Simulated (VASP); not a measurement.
A run of VASP 6.6.1:

File INCAR:

```
  PREC = Accurate
  ENCUT = 520
  EDIFF = 1E-8
  ISMEAR = -1
  SIGMA = 0.05
  LREAL = False
  LASPH = True
  NELM = 60
  ALGO = Normal
  ISIF = 2
  LWAVE = False
  LCHARG = False
  GGA = PS
  LEFG = True
  NBANDS = 13
```

Contents of KPOINTS:

```
Automatic mesh
0
Gamma
  14 14 14
```

File POSCAR:

```
W
1.0
    0.0000000000      2.0698140295      2.0698140295
    2.0698140295      0.0000000000      2.0698140295
    2.0698140295      2.0698140295      0.0000000000
W
1
Direct
    0.0000000000      0.0000000000      0.0000000000
```

Potentials or basis: VASP PAW PBE potentials, release 64 (W_sv).

Launch:

```bash
$ cat potpaw_PBE.64/W_sv/POTCAR > POTCAR
$ mpirun -np 1 vasp_std > vasp.out
```

Hardware: 1 thread of Intel(R) Xeon(R) Platinum 8488C (Sapphire Rapids), with other jobs on the host.

Task: How long does it take, and how much memory?

Result: It took 12 s on 1 thread of Intel(R) Xeon(R) Platinum 8488C (Sapphire Rapids), with other jobs on the host, peak memory 0.15 GiB. Counts: scf iterations 13, k points 104.
